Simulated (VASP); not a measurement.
# BAs (F-43m) in VASP: single point with PBEsol

Aim: the single point of BAs with PBEsol.

Program: VASP 6.6.1. These are calculated values, not measurements. Logs are shortened: lines on timing, memory, paths and dates and some standing lists are left out, and cuts for length are marked.

**1. The cell of the first run**

It takes space group F-43m (No. 216, cubic). The conventional cell has a = 4.777 Å, b = 4.777 Å, c = 4.777 Å, α = 90.00°, β = 90.00°, γ = 90.00°. B (site symmetry -43m) has 4 As at 2.07 Å within 2.7 Å. As (site symmetry -43m) has 4 B at 2.07 Å within 2.7 Å.

**2. Single point, PBEsol**

Input file INCAR:

```
SYSTEM = BAs
PREC = Accurate
ENCUT = 500
EDIFF = 1E-6
ISMEAR = -1
SIGMA = 0.05
LREAL = .False.
LASPH = .True.
NELM = 120
ALGO = Normal
ISIF = 2
LWAVE = .False.
LCHARG = .False.
GGA = PS
NBANDS = 46
GGA_COMPAT = .False.
```

Input file KPOINTS:

```
regular mesh
0
Gamma
  2 2 2
  0 0 0
```

Input file POSCAR:

```
BAs
1.0
    0.0000000000      4.7770000000      4.7770000000
    4.7770000000      0.0000000000      4.7770000000
    4.7770000000      4.7770000000      0.0000000000
B As
8 8
Direct
    0.0000000000      0.0000000000      0.0000000000
    0.0000000000      0.0000000000      0.5000000000
    0.0000000000      0.5000000000      0.0000000000
    0.0000000000      0.5000000000      0.5000000000
    0.5000000000      0.0000000000      0.0000000000
    0.5000000000      0.0000000000      0.5000000000
    0.5000000000      0.5000000000      0.0000000000
    0.5000000000      0.5000000000      0.5000000000
    0.1250000000      0.1250000000      0.1250000000
    0.1250000000      0.1250000000      0.6250000000
    0.1250000000      0.6250000000      0.1250000000
    0.1250000000      0.6250000000      0.6250000000
    0.6250000000      0.1250000000      0.1250000000
    0.6250000000      0.1250000000      0.6250000000
    0.6250000000      0.6250000000      0.1250000000
    0.6250000000      0.6250000000      0.6250000000
```

Potentials or basis: VASP PAW PBE potentials, release 64 (B, As).

Launch:

```bash
cat potpaw_PBE.64/B/POTCAR potpaw_PBE.64/As/POTCAR > POTCAR
mpirun -np 1 vasp_std > vasp.out
```

OUTCAR:

```text
SYSTEM = BAs
   PREC = Accurate
   ENCUT = 500
   EDIFF = 1E-6
   ISMEAR = -1
   LREAL = .False.
   LASPH = .True.
   NELM = 120
   ISIF = 2
   GGA = PS

 ion  position               nearest neighbor table
   1  0.000  0.000  0.000-  10 2.07  11 2.07  13 2.07   9 2.07
   2  0.000  0.000  0.500-   9 2.07  12 2.07  14 2.07  10 2.07
   3  0.000  0.500  0.000-   9 2.07  12 2.07  15 2.07  11 2.07
   4  0.000  0.500  0.500-  10 2.07  11 2.07  16 2.07  12 2.07
   5  0.500  0.000  0.000-   9 2.07  14 2.07  15 2.07  13 2.07
   6  0.500  0.000  0.500-  10 2.07  13 2.07  16 2.07  14 2.07
[... 8 lines left out ...]
  15  0.625  0.625  0.125-   3 2.07   5 2.07   8 2.07   7 2.07
  16  0.625  0.625  0.625-   4 2.07   6 2.07   7 2.07   8 2.07

  LATTYP: Found a face centered cubic cell.
 ALAT       =     9.5540000000

  Lattice vectors:

 A1 = (   0.0000000000,   4.7770000000,   4.7770000000)
 A2 = (   4.7770000000,   0.0000000000,   4.7770000000)
 A3 = (   4.7770000000,   4.7770000000,   0.0000000000)

Analysis of symmetry for initial positions (statically):
=====================================================================
 Subroutine PRICEL returns following result:

  LATTYP: Found a face centered cubic cell.
 ALAT       =     4.7770000000

  Lattice vectors:

 A1 = (   0.0000000000,   2.3885000000,   2.3885000000)
 A2 = (   2.3885000000,   0.0000000000,   2.3885000000)
 A3 = (   2.3885000000,   2.3885000000,   0.0000000000)

   8 primitive cells build up your supercell.

 Routine SETGRP: Setting up the symmetry group for a
 face centered cubic supercell.

 Subroutine GETGRP returns: Found 24 space group operations
 (whereof 24 operations were pure point group operations)
 out of a pool of 48 trial point group operations.

The static configuration has the point symmetry T_d .

Analysis of symmetry for dynamics (positions and initial velocities):
=====================================================================
 Subroutine PRICEL returns following result:

  LATTYP: Found a face centered cubic cell.
 ALAT       =     4.7770000000

  Lattice vectors:

 A1 = (   0.0000000000,   2.3885000000,   2.3885000000)
 A2 = (   2.3885000000,   0.0000000000,   2.3885000000)
 A3 = (   2.3885000000,   2.3885000000,   0.0000000000)

   8 primitive cells build up your supercell.

 Routine SETGRP: Setting up the symmetry group for a
 face centered cubic supercell.

 Subroutine GETGRP returns: Found 24 space group operations
 (whereof 24 operations were pure point group operations)
 out of a pool of 48 trial point group operations.

The dynamic configuration has the point symmetry T_d .

 Subroutine INISYM returns: Found 24 space group operations
 (whereof 24 operations are pure point group operations),
 and found     8 'primitive' translations

----------------------------------------------------------------------------------------

                                     Primitive cell

  volume of cell :      27.2525

  direct lattice vectors                    reciprocal lattice vectors
     0.000000000  2.388500000  2.388500000    -0.209336404  0.209336404  0.209336404
     2.388500000  0.000000000  2.388500000     0.209336404 -0.209336404  0.209336404
     2.388500000  2.388500000  0.000000000     0.209336404  0.209336404 -0.209336404

  length of vectors
     3.377849094  3.377849094  3.377849094     0.362581287  0.362581287  0.362581287

  position of ions in fractional coordinates (direct lattice)
     0.000000000  0.000000000  0.000000000
     0.250000000  0.250000000  0.250000000

  ion indices of the primitive-cell ions
   primitive index   ion index
                 1           1
                 2           9

----------------------------------------------------------------------------------------

 KPOINTS: regular mesh

Automatic generation of k-mesh.
 Grid dimensions read from file:
 generate k-points for:    2    2    2

 Generating k-lattice:

  Cartesian coordinates                     Fractional coordinates (reciprocal lattice)
    -0.052334101  0.052334101  0.052334101     0.500000000  0.000000000  0.000000000
     0.052334101 -0.052334101  0.052334101     0.000000000  0.500000000  0.000000000
     0.052334101  0.052334101 -0.052334101     0.000000000  0.000000000  0.500000000

  Length of vectors
     0.090645322  0.090645322  0.090645322

  Shift w.r.t. Gamma in fractional coordinates (k-lattice)
     0.000000000  0.000000000  0.000000000

 Subroutine IBZKPT returns following result:
 ===========================================

 Found      3 irreducible k-points:

 Following reciprocal coordinates:
            Coordinates               Weight
  0.000000  0.000000  0.000000      1.000000
  0.500000  0.000000  0.000000      4.000000
  0.500000  0.500000  0.000000      3.000000
   k-points           NKPTS =      3   k-points in BZ     NKDIM =      3   number of bands    NBANDS=     46
   number of dos      NEDOS =    301   number of ions     NIONS =     16
   total plane-waves  NPLWV = 125000
   dimension x,y,z NGX =    50 NGY =   50 NGZ =   50
   dimension x,y,z NGXF=   100 NGYF=  100 NGZF=  100
   ions per type =               8   8
   NGX,Y,Z   is equivalent  to a cutoff of  12.30, 12.30, 12.30 a.u.
   NGXF,Y,Z  is equivalent  to a cutoff of  24.61, 24.61, 24.61 a.u.
 SYSTEM =  BAs
   PREC   = accura    normal or accurate (medium, high low for compatibility)
   ISTART =      0    job   : 0-new  1-cont  2-samecut
   ICHARG =      2    charge: 1-file 2-atom 10-const
   ISPIN  =      1    spin polarized calculation?
   LNONCOLLINEAR =      F non collinear calculations
   LSORBIT =      F    spin-orbit coupling
   LASPH  =      T    aspherical Exc in radial PAW
   ENCUT  =  500.0 eV  36.75 Ry    6.06 a.u.  12.32 12.32 12.32*2*pi/ulx,y,z
   NELM   =    120;   NELMIN=  2; NELMDL= -5     # of ELM steps
   EDIFF  = 0.1E-05   stopping-criterion for ELM
   LREAL  =      F    real-space projection
   EDIFFG = 0.1E-04   stopping-criterion for IOM
   NSW    =      0    number of steps for IOM
   IBRION =     -1    ionic relax: 0-MD 1-quasi-New 2-CG
   NFREE  =      0    steps in history (QN), initial steepest desc. (CG)
   ISIF   =      2    stress and relaxation
   ISYM   =      2    0-nonsym 1-usesym 2-fastsym
   POTIM  = 0.5000    time-step for ionic-motion
   TEBEG  =    0.0;   TEEND  =   0.0 temperature during run
   PSTRESS=    0.0 pullay stress
   NELECT =      64.0000    total number of electrons
   NUPDOWN=      -1.0000    fix difference up-down
   EMIN   =  10.00;   EMAX   =-10.00  energy-range for DOS
   EFERMI =   0.00;   METHOD = LEGACY
   ISMEAR =    -1;   SIGMA  =   0.05  broadening in eV -4-tet -1-fermi 0-gaus
   EFERMI_NEDOS =   21; number of points for ismear=-14 and -15
   IALGO  =     38    algorithm
   IMIX   =      4    mixing-type and parameters
     AMIX     =   0.40;   BMIX     =  1.00
     AMIX_MAG =   1.60;   BMIX_MAG =  1.00
  volume/ion in A,a.u.               =      13.63        91.95
  Fermi-wavevector in a.u.,A,eV,Ry     =   1.088018  2.056057 16.106360  1.183784
  Thomas-Fermi vector in A             =   2.224191
   LORBIT       =      0    0 simple, 1 ext, 2 COOP (PROOUT), +10 PAW based schemes
   GGA     = PS    functional components
   LHFCALC =     F    Hartree Fock is set to
   AEXX    =    0.0000 exact exchange contribution
   IVDW    =     0    specifies the selected vdW correction
   LEPSILON=     F    determine dielectric tensor
   LRPA    =     F    only Hartree local field effects (RPA)
 non-spin polarized calculation
  energy-cutoff  :      500.00
  volume of cell :      218.02
 maximum number of plane-waves:      5577
 NGX is ok and might be reduce to    50
   NGX = 25   NGY = 25   NGZ = 25

 number of electron      64.0000004 magnetization

 Free energy of the ion-electron system (eV)
  ---------------------------------------------------
  ext. energy  EPLUGINS =         0.00000000
  ---------------------------------------------------
  free energy    TOTEN  =       -96.15294046 eV

  energy without entropy =      -96.15293717  energy(sigma->0) =      -96.15293882

 E-fermi :   6.7186     XC(G=0): -10.7136

 val. band max:        6.0848655086   @ k =   0.0000   0.0000   0.0000
 cond. band min:       7.3767550703   @ k =   0.0000   0.0000   0.0000
 fundamental gap:      1.2918895617
 Fermi energy:         6.7185696383

 k-point     1 :       0.0000    0.0000    0.0000
  band No.  band energies     occupation
      1      -9.3658      2.00000
      2      -6.4781      2.00000
      3      -6.4781      2.00000
      4      -6.4781      2.00000
      5      -6.4781      2.00000
      6      -5.1681      2.00000
[... 36 lines left out ...]
     43       9.3068      0.00000
     44       9.3068      0.00000

 k-point     2 :       0.5000    0.0000    0.0000
  band No.  band energies     occupation
      1      -8.3610      2.00000
      2      -8.3610      2.00000
      3      -6.0758      2.00000
      4      -6.0758      2.00000
      5      -6.0758      2.00000
      6      -6.0758      2.00000
[... 36 lines left out ...]
     43      10.6852      0.00000
     44      10.6852      0.00000

 k-point     3 :       0.5000    0.5000    0.0000
  band No.  band energies     occupation
      1      -8.0157      2.00000
      2      -8.0157      2.00000
      3      -6.8363      2.00000
      4      -6.8363      2.00000
      5      -6.8363      2.00000
      6      -6.8363      2.00000
[... 36 lines left out ...]
     43      11.9840      0.00000
     44      11.9863      0.00000
 [bands above 44 left out]

------------------------ aborting loop because EDIFF is reached ----------------------------------------

  FORCE on cell =-STRESS in cart. coord.  units (eV):
  Direction    XX          YY          ZZ          XY          YZ          ZX
  --------------------------------------------------------------------------------------
  -------------------------------------------------------------------------------------
  Total        0.9042690      0.9042690      0.9042690      0.0000000      0.0000000      0.0000000
  in kB        6.6452679      6.6452679      6.6452679      0.0000000      0.0000000      0.0000000
  external PRESSURE =       6.6452679 kB  Pullay stress =       0.0000000 kB

 VOLUME and BASIS-vectors are now :
 -----------------------------------------------------------------------------
  energy-cutoff  :      500.00
  volume of cell :      218.02
      direct lattice vectors                 reciprocal lattice vectors
     0.000000000  4.777000000  4.777000000    -0.104668202  0.104668202  0.104668202
     4.777000000  0.000000000  4.777000000     0.104668202 -0.104668202  0.104668202
     4.777000000  4.777000000  0.000000000     0.104668202  0.104668202 -0.104668202

 POSITION                                       TOTAL-FORCE (eV/Angst)
 -----------------------------------------------------------------------------------
      0.00000      0.00000      0.00000        -0.000000     -0.000000     -0.000000
      2.38850      2.38850      0.00000         0.000000     -0.000000     -0.000000
      2.38850      0.00000      2.38850        -0.000000      0.000000     -0.000000
      4.77700      2.38850      2.38850         0.000000      0.000000     -0.000000
      0.00000      2.38850      2.38850        -0.000000     -0.000000     -0.000000
      2.38850      4.77700      2.38850         0.000000     -0.000000     -0.000000
[... 8 lines left out ...]
      3.58275      3.58275      5.97125         0.000000      0.000000      0.000000
      5.97125      5.97125      5.97125        -0.000000      0.000000      0.000000
 -----------------------------------------------------------------------------------
    total drift:                               -0.000001     -0.000001     -0.000001

  FREE ENERGIE OF THE ION-ELECTRON SYSTEM (eV)
  ---------------------------------------------------
  free  energy   TOTEN  =       -96.1529404626 eV

  energy  without entropy=      -96.1529371688  energy(sigma->0) =      -96.15293882
```

Wall time 38 s (1 thread of Intel Xeon 6975P-C (Granite Rapids), shared host); peak memory 0.33 GiB.

Results:

```yaml
Free_energy: -96.1529 eV
Pressure: 0.7 GPa
Band_gap_on_the_k_mesh: 1.29 eV
```

Caveat: the k points lie up to 0.57 Å⁻¹ apart; the PAW data sets were made with another functional, which shifts forces and pressure a little.
